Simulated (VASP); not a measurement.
**Re: single point with r2SCAN**

The system is Re.

```xyz
3
Lattice="4.2966 0.0000 0.0000 -2.1483 3.7209 0.0000 0.0000 0.0000 2.6900" Properties=species:S:1:pos:R:3 pbc="T T T"
Re    2.1483    3.7209    0.0000
Re    0.0000    2.4806    1.3450
Re    2.1483    1.2403    1.3450
```

This cell differs from its parent crystal: volume scaled by 0.96.

| Item | Value |
| --- | --- |
| Program | VASP 6.6.1 |
| Task | single point |
| Functional | r2SCAN |
| Potentials or basis | VASP PAW PBE potentials, release 64 (Re) |
| Cutoff | 520 eV |
| k mesh | 10 × 10 × 13 |
| Occupations | fermi-dirac, width 0.1 eV |
| Spin | no spin polarisation |
| Dipole correction | no |
| Further INCAR settings | ALGO = Normal; EDIFF = 1e-06; NBANDS = 18 |

The pressure is 16.6 GPa.

Stress tensor (GPa, compression positive):
```
17.07  0.00  0.00
 0.00 17.07  0.00
 0.00  0.00 15.55
```

Levels at points of the mesh, in eV from the Fermi level:
```csv
k point,band 7,band 8,band 9,band 10,band 11,band 12,band 13,band 14
"(0.00, 0.00, 0.00)",-3.12,-2.11,-0.89,-0.89,0.10,0.10,0.12,0.12
"(0.50, 0.00, 0.00)",-2.73,-1.99,-1.58,0.41,0.41,1.05,2.29,3.39
```

Wall time 79 s on 1 thread of Intel(R) Xeon(R) 6975P-C (Granite Rapids) (shared host), peak memory 0.2 GiB.

Caveat: the PAW data sets were made with another functional, which shifts forces and pressure a little; spin-orbit coupling is left out, which moves the levels of the heavy elements.
